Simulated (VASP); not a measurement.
Runs of VASP 6.6.1 on Be4Te3S. The structure is that of space group P-43m (No. 215), or close to it. The cells are those of the table. 

```tsv
task	level	cell	k mesh	cutoff (eV)	smearing	gap on the mesh (eV)	pressure (GPa)	relaxed volume (Å³/atom)	largest force (eV/Å)
single point	PBE	a = 5.471 Å, 8 atoms	4 × 4 × 4	520	fermi-dirac 0.02 eV	1.89	0.1	-	0.01
single point	PBE	a = 5.466 Å, 8 atoms	6 × 6 × 6	520	fermi-dirac 0.02 eV	1.89	0.3	-	(b)
single point	r2SCAN	a = 5.466 Å, 8 atoms	6 × 6 × 6	520	gaussian 0.01 eV	2.26	0.2	-	0.01
single point	r2SCAN	a = 5.466 Å, 8 atoms	4 × 4 × 4	520	fermi-dirac 0.02 eV	2.26	0.2	-	0.01
relaxation of cell and atoms	r2SCAN	relaxed from a = 5.471 Å, 8 atoms	4 × 4 × 4	600	fermi-dirac 0.02 eV	2.26	0.0	(a)	-
relaxation of cell and atoms	PBE	relaxed from a = 5.078 Å, 8 atoms	4 × 4 × 4	600	fermi-dirac 0.02 eV	1.89	0.0	20.51	-
```

Alike in all rows: potentials or basis VASP PAW PBE potentials, release 64 (S, Be, Te); no spin polarisation.

**Question.** Fill in the values left out.

**Answer.** (a) 20.46; (b) 0.04.

Caveats: spin-orbit coupling is left out, which moves the levels of the heavy elements; the PAW data sets were made with another functional, which shifts forces and pressure a little (some runs); the volume moved by over 15 % at a fixed basis, so the end points are rough (some runs).

A k mesh can miss the band edges, and the runs leave out spin-orbit coupling on Te.
